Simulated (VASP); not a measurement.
# TiC (dq5) (Fm-3m) in VASP: vibrations by perturbation theory with LDA

Aim: the vibrations by perturbation theory of TiC (dq5) with LDA.

Everything below comes from runs of VASP 6.6.1. Logs are shortened: lines on timing, memory, paths and dates and some standing lists are left out, and cuts for length are marked.

**1. The cell of the first run**

Symmetry: Fm-3m, No. 225, cubic system. The conventional cell has a = 4.261 Å, b = 4.261 Å, c = 4.261 Å, α = 90.00°, β = 90.00°, γ = 90.00°. Within 2.8 Å of Ti (site symmetry m-3m) lie 6 C at 2.13 Å. Within 2.8 Å of C (site symmetry m-3m) lie 6 Ti at 2.13 Å.

**2. Vibrations by perturbation theory, LDA**

File INCAR:

```
PREC = Accurate ; ENCUT = 520
EDIFF = 1E-8 ; ISMEAR = -1
SIGMA = 0.15 ; LREAL = False
LASPH = True ; NELM = 100
ALGO = Normal ; ISIF = 2
LWAVE = False ; LCHARG = False
GGA = CA ; NBANDS = 15
IBRION = 8 ; NSW = 1
```

File KPOINTS:

```
Automatic mesh
0
Gamma
  14 14 14
```

File POSCAR:

```
TiC
1.0
    0.0000000000      2.1305954679      2.1305954679
    2.1305954679      0.0000000000      2.1305954679
    2.1305954679      2.1305954679      0.0000000000
Ti C
1 1
Direct
    0.0000000000      0.0000000000      0.0000000000
    0.5000000000      0.5000000000      0.5000000000
```

Potentials or basis: VASP PAW LDA potentials, release 64 (Ti_sv, C).

Launch:

```console
$ cat potpaw_LDA.64/Ti_sv/POTCAR potpaw_LDA.64/C/POTCAR > POTCAR
$ mpirun -np 1 vasp_std > vasp.out
```

OUTCAR:

```text
PREC = Accurate
   ENCUT = 520
   EDIFF = 1E-8
   ISMEAR = -1
   LREAL = False
   LASPH = True
   NELM = 100
   ISIF = 2
   GGA = CA
   IBRION = 8
   NSW = 1

 ion  position               nearest neighbor table
   1  0.000  0.000  0.000-   2 2.13   2 2.13   2 2.13   2 2.13   2 2.13   2 2.13
   2  0.500  0.500  0.500-   1 2.13   1 2.13   1 2.13   1 2.13   1 2.13   1 2.13

  LATTYP: Found a face centered cubic cell.
 ALAT       =     4.2611909358

  Lattice vectors:

 A1 = (   0.0000000000,   2.1305954679,   2.1305954679)
 A2 = (   2.1305954679,   0.0000000000,   2.1305954679)
 A3 = (   2.1305954679,   2.1305954679,   0.0000000000)

Analysis of symmetry for initial positions (statically):
=====================================================================
 Subroutine PRICEL returns:
 Original cell was already a primitive cell.

 Routine SETGRP: Setting up the symmetry group for a
 face centered cubic supercell.

 Subroutine GETGRP returns: Found 48 space group operations
 (whereof 48 operations were pure point group operations)
 out of a pool of 48 trial point group operations.

The static configuration has the point symmetry O_h .

Analysis of symmetry for dynamics (positions and initial velocities):
=====================================================================
 Subroutine PRICEL returns:
 Original cell was already a primitive cell.

 Routine SETGRP: Setting up the symmetry group for a
 face centered cubic supercell.

 Subroutine GETGRP returns: Found 48 space group operations
 (whereof 48 operations were pure point group operations)
 out of a pool of 48 trial point group operations.

The dynamic configuration has the point symmetry O_h .

 Subroutine INISYM returns: Found 48 space group operations
 (whereof 48 operations are pure point group operations),
 and found     1 'primitive' translations

----------------------------------------------------------------------------------------

                                     Primitive cell

  volume of cell :      19.3434

  direct lattice vectors                    reciprocal lattice vectors
     0.000000000  2.130595468  2.130595468    -0.234676177  0.234676177  0.234676177
     2.130595468  0.000000000  2.130595468     0.234676177 -0.234676177  0.234676177
     2.130595468  2.130595468  0.000000000     0.234676177  0.234676177 -0.234676177

  length of vectors
     3.013117007  3.013117007  3.013117007     0.406471063  0.406471063  0.406471063

  position of ions in fractional coordinates (direct lattice)
     0.000000000  0.000000000  0.000000000
     0.500000000  0.500000000  0.500000000

  ion indices of the primitive-cell ions
   primitive index   ion index
                 1           1
                 2           2

----------------------------------------------------------------------------------------

 KPOINTS: Automatic mesh

Automatic generation of k-mesh.
 Grid dimensions read from file:
 generate k-points for:   14   14   14

 Generating k-lattice:

  Cartesian coordinates                     Fractional coordinates (reciprocal lattice)
    -0.016762584  0.016762584  0.016762584     0.071428571  0.000000000  0.000000000
     0.016762584 -0.016762584  0.016762584     0.000000000  0.071428571  0.000000000
     0.016762584  0.016762584 -0.016762584     0.000000000  0.000000000  0.071428571

  Length of vectors
     0.029033647  0.029033647  0.029033647

  Shift w.r.t. Gamma in fractional coordinates (k-lattice)
     0.000000000  0.000000000  0.000000000

 Subroutine IBZKPT returns following result:
 ===========================================

[... 83 lines left out ...]

--------------------------------------- Ionic step        1  -------------------------------------------

 number of electron      16.0000003 magnetization

 Free energy of the ion-electron system (eV)
  ---------------------------------------------------
  ext. energy  EPLUGINS =         0.00000000
  ---------------------------------------------------
  free energy    TOTEN  =       -20.55022227 eV

  energy without entropy =      -20.52579093  energy(sigma->0) =      -20.53800660

 E-fermi :   9.8067     XC(G=0): -13.2305

 val. band max:        9.7602887910   @ k =   0.4286   0.4286   0.0000
 cond. band min:       9.8110797771   @ k =   0.3571   0.2857   0.0000
 fundamental gap:      0.0507909861
 Fermi energy:         9.8067184828

 k-point     1 :       0.0000    0.0000    0.0000
  band No.  band energies     occupation
      1     -45.9132      2.00000
      2     -22.2897      2.00000
      3     -22.2897      2.00000
      4     -22.2897      2.00000
      5      -2.6091      2.00000
      6      10.4724      0.02336
      7      10.4724      0.02336
      8      10.4724      0.02336
      9      11.5742      0.00002
     10      11.5742      0.00002
     11      11.5742      0.00002
     12      11.6434      0.00001
     13      11.6434      0.00001
     14      21.1683      0.00000
[... 401 lines left out ...]
      2     -22.5941      2.00000
      3     -22.3642      2.00000
      4     -22.3538      2.00000
      5      -1.0638      2.00000
      6       6.5463      2.00000
      7       8.0827      1.99998
      8       8.6542      1.99908
      9      10.6299      0.00824
     10      12.2367      0.00000
     11      13.4170      0.00000
     12      14.5974      0.00000
     13      16.6274      0.00000
     14      22.5485      0.00000
     15      24.6391      0.00000

 [... further k-points ...]

------------------------ aborting loop because EDIFF is reached ----------------------------------------

  FORCE on cell =-STRESS in cart. coord.  units (eV):
  Direction    XX          YY          ZZ          XY          YZ          ZX
  --------------------------------------------------------------------------------------
  -------------------------------------------------------------------------------------
  Total        0.0868247      0.0868247      0.0868247      0.0000000     -0.0000000      0.0000000
  in kB        7.1915269      7.1915269      7.1915269      0.0000000     -0.0000000      0.0000000
  external PRESSURE =       7.1915269 kB  Pullay stress =       0.0000000 kB

 VOLUME and BASIS-vectors are now :
 -----------------------------------------------------------------------------
  energy-cutoff  :      520.00
  volume of cell :       19.34
      direct lattice vectors                 reciprocal lattice vectors
     0.000000000  2.130595468  2.130595468    -0.234676177  0.234676177  0.234676177
     2.130595468  0.000000000  2.130595468     0.234676177 -0.234676177  0.234676177
     2.130595468  2.130595468  0.000000000     0.234676177  0.234676177 -0.234676177

 POSITION                                       TOTAL-FORCE (eV/Angst)
 -----------------------------------------------------------------------------------
      0.00000      0.00000      0.00000        -0.000000      0.000000     -0.000000
      2.13060      2.13060      2.13060         0.000000     -0.000000      0.000000
 -----------------------------------------------------------------------------------
    total drift:                                0.000000     -0.000000     -0.000000

  FREE ENERGIE OF THE ION-ELECTRON SYSTEM (eV)
  ---------------------------------------------------
  free  energy   TOTEN  =       -20.5502222677 eV

  energy  without entropy=      -20.5257909291  energy(sigma->0) =      -20.53800660

[... ionic steps 2 to 3 ...]

--------------------------------------- Ionic step        4  -------------------------------------------

------------------------ aborting loop because EDIFF is reached ----------------------------------------

[... ionic steps 5 to 6 ...]

--------------------------------------- Ionic step        7  -------------------------------------------

 Free energy of the ion-electron system (eV)
  ---------------------------------------------------
  ---------------------------------------------------
  free energy    TOTEN  =        -0.11792233 eV

  energy without entropy =       -0.11792233

------------------------ aborting loop because EDIFF is reached ----------------------------------------

 INTERNAL STRAIN TENSOR  FOR ION    2  DIRECTION 1   (eV/Angst):
 -----------------------------------------------------------------------------
    -0.00901 -0.00000  0.00000
    -0.00000  0.00259 -0.00000
     0.00000 -0.00000  0.00259

 INTERNAL STRAIN TENSOR FOR ION    2 for displacements in x,y,z  (eV/Angst):
          X           Y           Z          XY          YZ          ZX
  --------------------------------------------------------------------------------
  x     0.00000     0.00000     0.00000     0.00000     0.00000     0.00000
  y     0.00000     0.00000     0.00000     0.00000     0.00000     0.00000
  z     0.00000     0.00000     0.00000     0.00000     0.00000     0.00000

 SECOND DERIVATIVES (NOT SYMMETRIZED)
 ------------------------------------
               1X          1Y          1Z          2X          2Y          2Z
  1X   -10.933045    0.000000    0.000000   10.933045    0.000000    0.000000
  1Y     0.000000  -10.933045    0.000000    0.000000   10.933045    0.000000
  1Z     0.000000    0.000000  -10.933045    0.000000    0.000000   10.933045
  2X    10.910674    0.000000    0.000000  -10.910674    0.000000    0.000000
  2Y     0.000000   10.910674    0.000000    0.000000  -10.910674    0.000000
  2Z     0.000000    0.000000   10.910674    0.000000    0.000000  -10.910674

 Eigenvectors and eigenvalues of the dynamical matrix
 ----------------------------------------------------

   1 f  =   16.667864 THz   104.727279 2PiTHz  555.980101 cm-1    68.932716 meV
             X         Y         Z           dx          dy          dz
      0.000000  0.000000  0.000000     0.448192    0.000000   -0.000000
      2.130595  2.130595  2.130595    -0.893937   -0.000000   -0.000000
[... 21 lines left out ...]
   6 f/i=    0.006839 THz     0.042971 2PiTHz    0.228129 cm-1     0.028284 meV
             X         Y         Z           dx          dy          dz
      0.000000  0.000000  0.000000    -0.000662   -0.165185   -0.878543
      2.130595  2.130595  2.130595    -0.000332   -0.082819   -0.440474

--------------------------------------------------------------------------------------------------------

 ELASTIC MODULI CONTR FROM IONIC RELAXATION (kBar)
 Direction    XX          YY          ZZ          XY          YZ          ZX
 --------------------------------------------------------------------------------
 XX           0.0000      0.0000      0.0000      0.0000      0.0000      0.0000
 YY           0.0000      0.0000      0.0000      0.0000      0.0000      0.0000
 ZZ           0.0000      0.0000      0.0000      0.0000      0.0000      0.0000
 XY           0.0000      0.0000      0.0000      0.0000      0.0000      0.0000
 YZ           0.0000      0.0000      0.0000      0.0000      0.0000      0.0000
 ZX           0.0000      0.0000      0.0000      0.0000      0.0000      0.0000
 --------------------------------------------------------------------------------
```

Wall time 100 s (1 thread of Intel Xeon 6975P-C (Granite Rapids), shared host); peak memory 0.29 GiB.

Results:

| Item | Value |
| --- | --- |
| Highest phonon frequency at Γ, LO-TO splitting left out | 556 cm⁻¹ |

Phonon frequencies in cm⁻¹ (negative: imaginary):
```
              q point        frequencies
(0.000, 0.000, 0.000)  0 0 0 556 556 556
```
